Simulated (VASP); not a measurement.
Here is a VASP 6.6.1 calculation.

File INCAR:

```
SYSTEM = SrO
  ALGO = Normal
  EDIFF = 1E-6
  ENCUT = 520
  GGA = PS
  ISIF = 2
  ISMEAR = 0
  LASPH = .TRUE.
  LCHARG = .FALSE.
  LREAL = .FALSE.
  LWAVE = .FALSE.
  NBANDS = 15
  NELM = 60
  PREC = Accurate
  SIGMA = 0.05
```

KPOINTS

```
k-points
0
G
  10 10 10
  0 0 0
```

File POSCAR:

```
SrO
1.0
    3.5028091792      0.0000000000      0.0000000000
   -1.7514045896      3.0335217338      0.0000000000
    0.0000000000      0.0000000000      3.1757714638
Sr O
1 1
Direct
    0.0000000000      0.0000000000      0.0000000000
    0.6666666667      0.3333333333      0.5000000000
```

Potentials or basis: VASP PAW PBE potentials, release 64 (Sr_sv, O).

The run is started by

```bash
$ cat potpaw_PBE.64/Sr_sv/POTCAR potpaw_PBE.64/O/POTCAR > POTCAR
$ mpirun -np 1 vasp_std > vasp.out
```

Question: Predict the pressure.

Answer: -1.0 GPa.

Question: Estimate the band gap on the k mesh.

Answer: 2.74 eV, direct.

Stress tensor (GPa, compression positive):
```
-1.06  0.00  0.00
 0.00 -1.06  0.00
 0.00  0.00 -0.93
```

Caveat: the PAW data sets were made with another functional, which shifts forces and pressure a little. A k mesh can miss the band edges.
